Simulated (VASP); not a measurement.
Wanted: the native input for a VASP 6.6.1 run.

```yaml
Task: single point
Functional: PBE
Potentials_or_basis: VASP PAW PBE potentials, release 64 (Ru_pv, Rh_pv)
Cutoff: 520 eV
k_mesh: 14 × 14 × 14
Occupations: gaussian, width 0.1 eV
Spin: collinear spin, ferromagnetic start
Starting_moments: "[0.23, 0.23, 0.28] μB"
Dipole_correction: no
Further_INCAR_settings: ALGO = Normal; EDIFF = 1e-07; NBANDS = 32
```

The structure of Ru2Rh lies in POSCAR:

```
Ru2Rh
1.0
    0.0000000000      2.9210970494      2.9210970494
    2.9210970494      0.0000000000      2.9210970494
    2.9210970494      2.9210970494      0.0000000000
Ru Rh
2 1
Direct
    0.2500000000      0.2500000000      0.2500000000
    0.7500000000      0.7500000000      0.7500000000
    0.0000000000      0.0000000000      0.0000000000
```

One way to write it, as run:

INCAR

```
SYSTEM = Ru2Rh
  PREC = Accurate
  ENCUT = 520
  EDIFF = 1E-7
  ISMEAR = 0
  SIGMA = 0.1
  LREAL = .False.
  LASPH = .True.
  NELM = 150
  ALGO = Normal
  ISIF = 2
  LWAVE = .False.
  LCHARG = .False.
  ISPIN = 2
  MAGMOM = 0.23 0.23 0.28
  LORBIT = 11
  LMAXMIX = 4
  GGA = PE
  NBANDS = 32
```

KPOINTS

```
Automatic mesh
0
Gamma
  14 14 14
  0 0 0
```

Potentials or basis: VASP PAW PBE potentials, release 64 (Ru_pv, Rh_pv).

Launch:

```bash
$ cat potpaw_PBE.64/Ru_pv/POTCAR potpaw_PBE.64/Rh_pv/POTCAR > POTCAR
$ mpirun -np 1 vasp_std > vasp.out
```

Results of the run:

```json
{
 "Pressure": "0.0 GPa",
 "Net moment": "0.91 μB per cell",
 "Site moments": "Ru +0.28; Rh +0.32 μB",
 "Valence electrons inside the program's atomic spheres": "Ru 12.53; Rh 13.94"
}
```

Wall time 4 min on 1 thread of Intel(R) Xeon(R) Platinum 8259CL CPU @ 2.50GHz (Skylake/Cascade Lake) (shared host), peak memory 0.38 GiB.
